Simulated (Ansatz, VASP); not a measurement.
# C: VASP beside Ansatz

The input INCAR:

```
SYSTEM = C
ALGO     = Normal         ! electronic algorithm
EDIFF    = 1E-6           ! SCF threshold, eV
ENCUT    = 520            ! plane-wave cutoff, eV
GGA      = PE             ! functional
ISIF     = 2              ! what is computed and relaxed
ISMEAR   = 0              ! smearing method
LASPH    = .True.         ! aspherical terms in the spheres
LCHARG   = .True.         ! write CHGCAR
LELF     = .True.         ! ELF
LREAL    = .False.        ! projectors in reciprocal space
LVHAR    = .True.       
LWAVE    = .False.        ! write WAVECAR
NBANDS   = 11             ! bands
NELM     = 80             ! most SCF steps
PREC     = Accurate       ! precision mode
SIGMA    = 0.05           ! smearing width, eV
```

KPOINTS

```
k-points
0
Gamma
  12 12 12
  0 0 0
```

POSCAR

```
C
1.0
    0.0000000000      1.6407280000      1.6407280000
    1.6407280000      0.0000000000      1.6407280000
    1.6407280000      1.6407280000      0.0000000000
C
2
Direct
    0.5000000000      0.5000000000      0.5000000000
    0.7500000000      0.7500000000      0.7500000000
```

Input for Ansatz:

```yaml
crystal:
  lattice:
    - [0.0, 1.640728, 1.640728]
    - [1.640728, 0.0, 1.640728]
    - [1.640728, 1.640728, 0.0]
  atoms:
    - { symbol: C, position: [0.5, 0.5, 0.5] }
    - { symbol: C, position: [0.75, 0.75, 0.75] }
basis:
  ecutwfc: 420
kpoints:
  mp_grid: { grid: [12, 12, 12] }
hamiltonian:
  xc: pbe
scf:
  occupations: { method: gaussian, width: 0.05 }
output:
  forces: true
  stress: true
  eigenvalues: true
```

Change from the starting cell: strain -0.080 along x and y, -0.080 along z, atoms carried along.

Alike in both runs: task single point; functional PBE; k mesh 12 × 12 × 12; occupations gaussian, width 0.05 eV; no spin polarisation.

|  | VASP | Ansatz |
| --- | --- | --- |
| version | VASP 6.6.1 | Ansatz 0.2.0 |
| potentials or method | VASP PAW PBE potentials, release 64 (C), cutoff 520 eV | scalar-relativistic, plane waves, PAW |
| valence electrons in the cell | 8 | 8 |

VASP gave:

```
gap on the k mesh at the Fermi level (eV) : 4.77
least direct gap on the mesh (eV)         : 6.28
pressure (GPa)                            : 176.0
```

**Question.** Estimate Ansatz's values.

**Answer.** gap on the k mesh at the Fermi level (eV): 4.78; least direct gap on the mesh (eV): 6.30; pressure (GPa): 174.2.

Both programs put the cell under a high pressure, so it lies far from rest at this level.

Noted on VASP's run: the cell as given lies far from equilibrium.
